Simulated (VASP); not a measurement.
# Al2O3 (Immm) in VASP: further runs

Al2O3 is run at these levels: PBE, LDA, r2SCAN; tasks: single point.

All numbers are computed with VASP 6.6.1; they aren't measurements. Logs are shortened: lines on timing, memory, paths and dates and some standing lists are left out, and cuts for length are marked.

## 1. The cell of the first run

It takes space group Immm (No. 71, orthorhombic). The conventional cell has a = 2.799 Å, b = 3.737 Å, c = 8.804 Å, α = 90.00°, β = 90.00°, γ = 90.00°. Within 2.5 Å of Al (site symmetry mm2) lie 6 O at 1.90 to 1.96 Å. O (site symmetry mmm) has 4 Al at 1.96 Å and 12 O at 2.67 to 2.90 Å within 3.0 Å. Within 3.0 Å of O (site symmetry mm2) lie 4 Al at 1.90 to 1.91 Å and 11 O at 2.52 to 2.90 Å.

The cell was generated, and may not be a known phase.

## 2. Single point, PBE

INCAR

```
  PREC = Accurate
  ENCUT = 520
  EDIFF = 1E-6
  ISMEAR = 0
  SIGMA = 0.1
  LREAL = False
  LASPH = True
  NELM = 100
  ALGO = Normal
  ISIF = 2
  LWAVE = False
  LCHARG = True
  GGA = PE
  LELF = True
  LVHAR = True
  NBANDS = 20
```

KPOINTS

```
regular mesh
0
Gamma
  8 8 8
```

POSCAR

```
Al2O3
1.0
   -1.3995670000      1.8683110000      4.4019491000
    1.3995670000     -1.8683110000      4.4019491000
    1.3995670000      1.8683110000     -4.4019491000
Al O
2 3
Direct
    0.6554750000      0.6554750000      0.0000000000
    0.3445250000      0.3445250000      0.0000000000
    0.5000000000      0.0000000000      0.5000000000
    0.1963840000      0.6963840000      0.5000000000
    0.8036160000      0.3036160000      0.5000000000
```

Potentials or basis: VASP PAW PBE potentials, release 64 (Al, O).

Launch:

```console
cat potpaw_PBE.64/Al/POTCAR potpaw_PBE.64/O/POTCAR > POTCAR
mpirun -np 1 vasp_std > vasp.out
```

OUTCAR:

```text
PREC = Accurate
   ENCUT = 520
   EDIFF = 1E-6
   ISMEAR = 0
   LREAL = False
   LASPH = True
   NELM = 100
   ISIF = 2
   GGA = PE

 ion  position               nearest neighbor table
   1  0.655  0.655  0.000-   4 1.90   4 1.90   5 1.91   5 1.91   3 1.96   3 1.96   2 2.74   2 2.87
                             2 2.87   2 2.87   2 2.87
   2  0.345  0.345  0.000-   5 1.90   5 1.90   4 1.91   4 1.91   3 1.96   3 1.96   1 2.74   1 2.87
                             1 2.87   1 2.87   1 2.87
   3  0.500  0.000  0.500-   1 1.96   2 1.96   1 1.96   2 1.96
   4  0.196  0.696  0.500-   1 1.90   1 1.90   2 1.91   2 1.91
   5  0.804  0.304  0.500-   2 1.90   2 1.90   1 1.91   1 1.91

  LATTYP: Found a body centered orthorhombic cell.
 ALAT       =     2.7991340000
 B/A-ratio  =     1.3349207291
 C/A-ratio  =     3.1452221294

  Lattice vectors:

 A1 = (  -1.3995670000,   1.8683110000,   4.4019491000)
 A2 = (   1.3995670000,  -1.8683110000,   4.4019491000)
 A3 = (   1.3995670000,   1.8683110000,  -4.4019491000)

Analysis of symmetry for initial positions (statically):
=====================================================================
 Subroutine PRICEL returns:
 Original cell was already a primitive cell.

 Routine SETGRP: Setting up the symmetry group for a
 body centered orthorhombic supercell.

 Subroutine GETGRP returns: Found  8 space group operations
 (whereof  8 operations were pure point group operations)
 out of a pool of  8 trial point group operations.

The static configuration has the point symmetry D_2h.

Analysis of symmetry for dynamics (positions and initial velocities):
=====================================================================
 Subroutine PRICEL returns:
 Original cell was already a primitive cell.

 Routine SETGRP: Setting up the symmetry group for a
 body centered orthorhombic supercell.

 Subroutine GETGRP returns: Found  8 space group operations
 (whereof  8 operations were pure point group operations)
 out of a pool of  8 trial point group operations.

The dynamic configuration has the point symmetry D_2h.

 Subroutine INISYM returns: Found  8 space group operations
 (whereof  8 operations are pure point group operations),
 and found     1 'primitive' translations

----------------------------------------------------------------------------------------

                                     Primitive cell

  volume of cell :      46.0413

  direct lattice vectors                    reciprocal lattice vectors
    -1.399567000  1.868311000  4.401949100     0.000000000  0.267621397  0.113586048
     1.399567000 -1.868311000  4.401949100     0.357253351  0.000000000  0.113586048
     1.399567000  1.868311000 -4.401949100     0.357253351  0.267621397  0.000000000

  length of vectors
     4.982622769  4.982622769  4.982622769     0.290728400  0.374875642  0.446375591

  position of ions in fractional coordinates (direct lattice)
     0.655475000  0.655475000  0.000000000
     0.344525000  0.344525000  0.000000000
     0.500000000  0.000000000  0.500000000
     0.196384000  0.696384000  0.500000000
     0.803616000  0.303616000  0.500000000

  ion indices of the primitive-cell ions
   primitive index   ion index
                 1           1
                 2           2
                 3           3
                 4           4
                 5           5

----------------------------------------------------------------------------------------

 KPOINTS: regular mesh

Automatic generation of k-mesh.
 Grid dimensions read from file:
 generate k-points for:    8    8    8

 Generating k-lattice:

  Cartesian coordinates                     Fractional coordinates (reciprocal lattice)
     0.000000000  0.033452675  0.014198256     0.125000000  0.000000000  0.000000000
     0.044656669  0.000000000  0.014198256     0.000000000  0.125000000 -0.000000000
     0.044656669  0.033452675  0.000000000     0.000000000 -0.000000000  0.125000000

  Length of vectors
     0.036341050  0.046859455  0.055796949

  Shift w.r.t. Gamma in fractional coordinates (k-lattice)
     0.000000000  0.000000000  0.000000000

 Subroutine IBZKPT returns following result:
 ===========================================

 Found     95 irreducible k-points:

 Following reciprocal coordinates:
            Coordinates               Weight
  0.000000  0.000000  0.000000      1.000000
  0.125000  0.000000  0.000000      4.000000
  0.250000  0.000000  0.000000      4.000000
  0.375000  0.000000  0.000000      4.000000
  0.500000  0.000000  0.000000      2.000000
  0.000000  0.125000  0.000000      4.000000
[... 16 lines left out ...]
  0.125000  0.375000  0.000000      8.000000
  0.250000  0.375000 -0.000000      8.000000
 [... further k-points ...]
   k-points           NKPTS =     95   k-points in BZ     NKDIM =     95   number of bands    NBANDS=     20
   number of dos      NEDOS =    301   number of ions     NIONS =      5
   total plane-waves  NPLWV =  64000
   dimension x,y,z NGX =    40 NGY =   40 NGZ =   40
   dimension x,y,z NGXF=    80 NGYF=   80 NGZF=   80
   ions per type =               2   3
   NGX,Y,Z   is equivalent  to a cutoff of  13.35, 13.35, 13.35 a.u.
   NGXF,Y,Z  is equivalent  to a cutoff of  26.69, 26.69, 26.69 a.u.
 SYSTEM =  unknown system
   PREC   = accura    normal or accurate (medium, high low for compatibility)
   ISTART =      0    job   : 0-new  1-cont  2-samecut
   ICHARG =      2    charge: 1-file 2-atom 10-const
   ISPIN  =      1    spin polarized calculation?
   LNONCOLLINEAR =      F non collinear calculations
   LSORBIT =      F    spin-orbit coupling
   LASPH  =      T    aspherical Exc in radial PAW
   ENCUT  =  520.0 eV  38.22 Ry    6.18 a.u.   9.26  9.26  9.26*2*pi/ulx,y,z
   NELM   =    100;   NELMIN=  2; NELMDL= -5     # of ELM steps
   EDIFF  = 0.1E-05   stopping-criterion for ELM
   LREAL  =      F    real-space projection
[... 7 lines left out ...]
   TEBEG  =    0.0;   TEEND  =   0.0 temperature during run
   PSTRESS=    0.0 pullay stress
   NELECT =      24.0000    total number of electrons
   NUPDOWN=      -1.0000    fix difference up-down
   EMIN   =  10.00;   EMAX   =-10.00  energy-range for DOS
   EFERMI =   0.00;   METHOD = LEGACY
   ISMEAR =     0;   SIGMA  =   0.10  broadening in eV -4-tet -1-fermi 0-gaus
   EFERMI_NEDOS =   21; number of points for ismear=-14 and -15
   IALGO  =     38    algorithm
   IMIX   =      4    mixing-type and parameters
     AMIX     =   0.40;   BMIX     =  1.00
     AMIX_MAG =   1.60;   BMIX_MAG =  1.00
  volume/ion in A,a.u.               =       9.21        62.14
  Fermi-wavevector in a.u.,A,eV,Ry     =   1.317536  2.489783 23.618383  1.735902
  Thomas-Fermi vector in A             =   2.447570
   LORBIT       =      0    0 simple, 1 ext, 2 COOP (PROOUT), +10 PAW based schemes
   GGA     = PE    functional components
   LHFCALC =     F    Hartree Fock is set to
   AEXX    =    0.0000 exact exchange contribution
   IVDW    =     0    specifies the selected vdW correction
   LEPSILON=     F    determine dielectric tensor
   LRPA    =     F    only Hartree local field effects (RPA)
 non-spin polarized calculation
 Gauss-broadening in eV      SIGMA  =   0.10
  energy-cutoff  :      520.00
  volume of cell :       46.04
 maximum number of plane-waves:      1265
 NGX is ok and might be reduce to    40
   NGX = 19   NGY = 19   NGZ = 19

 number of electron      23.9999999 magnetization

 Free energy of the ion-electron system (eV)
  ---------------------------------------------------
  ext. energy  EPLUGINS =         0.00000000
  ---------------------------------------------------
  free energy    TOTEN  =       -37.05361798 eV

  energy without entropy =      -37.05361798  energy(sigma->0) =      -37.05361798

 E-fermi :   5.7790     XC(G=0): -11.1534

 val. band max:        5.3497362054   @ k =   0.0000   0.0000   0.0000
 cond. band min:      10.5419340010   @ k =   0.0000   0.0000   0.0000
 fundamental gap:      5.1921977956
 Fermi energy:         5.7789553794

 k-point     1 :       0.0000    0.0000    0.0000
  band No.  band energies     occupation
      1     -13.9718      2.00000
      2     -11.7041      2.00000
      3     -10.8259      2.00000
      4      -0.7727      2.00000
      5      -0.4707      2.00000
      6       2.5784      2.00000
[... 12 lines left out ...]
     19      19.9621      0.00000
     20      20.8787      0.00000

 k-point     2 :       0.1250    0.0000    0.0000
  band No.  band energies     occupation
      1     -13.8684      2.00000
      2     -11.7313      2.00000
      3     -10.9434      2.00000
      4      -1.1757      2.00000
      5       0.2037      2.00000
      6       1.9148      2.00000
[... 12 lines left out ...]
     19      19.7622      0.00000
     20      20.7866      0.00000

 k-point     3 :       0.2500    0.0000    0.0000
  band No.  band energies     occupation
      1     -13.5697      2.00000
      2     -11.8019      2.00000
      3     -11.2772      2.00000
      4      -1.3218      2.00000
      5       0.8218      2.00000
      6       1.6517      2.00000
[... 12 lines left out ...]
     19      19.5709      0.00000
     20      21.1294      0.00000

 k-point     4 :       0.3750    0.0000    0.0000
  band No.  band energies     occupation
      1     -13.1152      2.00000
      2     -11.9682      2.00000
      3     -11.6788      2.00000
      4      -1.1708      2.00000
      5       0.6674      2.00000
      6       2.3606      2.00000
[... 12 lines left out ...]
     19      19.6601      0.00000
     20      20.7028      0.00000

 k-point     5 :       0.5000    0.0000    0.0000
  band No.  band energies     occupation
      1     -12.7025      2.00000
      2     -12.3278      2.00000
      3     -11.7804      2.00000
      4      -1.0363      2.00000
      5       0.5786      2.00000
      6       2.1627      2.00000
[... 12 lines left out ...]
     19      20.1118      0.00000
     20      20.5311      0.00000
[... 353 lines left out ...]
      6       0.8583      2.00000
[... 12 lines left out ...]
     19      19.2296      0.00000
     20      19.8264      0.00000

 k-point    22 :       0.0000    0.3750    0.0000
  band No.  band energies     occupation
      1     -12.6188      2.00000
      2     -11.3985      2.00000
      3     -11.2270      2.00000
      4      -0.4817      2.00000
      5       0.0581      2.00000
      6       0.9436      2.00000
[... 12 lines left out ...]
     19      18.8595      0.00000
     20      19.6219      0.00000

 k-point    23 :       0.1250    0.3750    0.0000
  band No.  band energies     occupation
      1     -12.5083      2.00000
      2     -11.4695      2.00000
      3     -11.2461      2.00000
      4      -0.5447      2.00000
      5      -0.0381      2.00000
      6       0.6656      2.00000
[... 12 lines left out ...]
     19      19.0821      0.00000
     20      19.4724      0.00000

 k-point    24 :       0.2500    0.3750   -0.0000
  band No.  band energies     occupation
      1     -12.2923      2.00000
      2     -11.5711      2.00000
      3     -11.2796      2.00000
      4      -0.9713      2.00000
      5       0.0296      2.00000
      6       0.1667      2.00000
[... 12 lines left out ...]
     19      19.0035      0.00000
     20      19.1200      0.00000

 [... further k-points ...]
[... 5 lines left out ...]
  --------------------------------------------------------------------------------------
  -------------------------------------------------------------------------------------
  Total       -0.0063269     -0.0556475     -0.0183099      0.0000000      0.0000000      0.0000000
  in kB       -0.2201666     -1.9364594     -0.6371587      0.0000000      0.0000000      0.0000000
  external PRESSURE =      -0.9312615 kB  Pullay stress =       0.0000000 kB

 VOLUME and BASIS-vectors are now :
 -----------------------------------------------------------------------------
  energy-cutoff  :      520.00
  volume of cell :       46.04
      direct lattice vectors                 reciprocal lattice vectors
    -1.399567000  1.868311000  4.401949100     0.000000000  0.267621397  0.113586048
     1.399567000 -1.868311000  4.401949100     0.357253351  0.000000000  0.113586048
     1.399567000  1.868311000 -4.401949100     0.357253351  0.267621397  0.000000000

 POSITION                                       TOTAL-FORCE (eV/Angst)
 -----------------------------------------------------------------------------------
      0.00000      0.00000      5.77074         0.000000     -0.000000     -0.023066
      0.00000      0.00000      3.03316        -0.000000      0.000000      0.023066
      0.00000      1.86831      0.00000        -0.000000      0.000000     -0.000000
      1.39957     -0.00000      1.72894        -0.000000     -0.000000     -0.006784
     -0.00000      1.86831      2.67300        -0.000000     -0.000000      0.006784
 -----------------------------------------------------------------------------------
    total drift:                                0.000000      0.000000     -0.000000

  FREE ENERGIE OF THE ION-ELECTRON SYSTEM (eV)
  ---------------------------------------------------
  free  energy   TOTEN  =       -37.0536179825 eV

  energy  without entropy=      -37.0536179825  energy(sigma->0) =      -37.05361798
```

Wall time 2.2 min (1 thread of Intel Xeon Platinum 8259CL at 2.50GHz (Skylake/Cascade Lake), shared host); peak memory 0.26 GiB.

What came out:

```
Free energy            : -37.0536 eV
Pressure               : -0.1 GPa
Largest force          : 0.023 eV/Å
Band gap on the k mesh : 5.19 eV
```

Forces on the atoms (eV/Å):
```
Al   0.000  0.000 -0.023
Al   0.000  0.000  0.023
O    0.000  0.000  0.000
O    0.000  0.000 -0.007
O    0.000  0.000  0.007
```

Stress tensor (GPa, compression positive):
```
-0.02  0.00  0.00
 0.00 -0.19  0.00
 0.00  0.00 -0.06
```

A k mesh can miss the band edges.

(Part 1 of 2 ends here.)
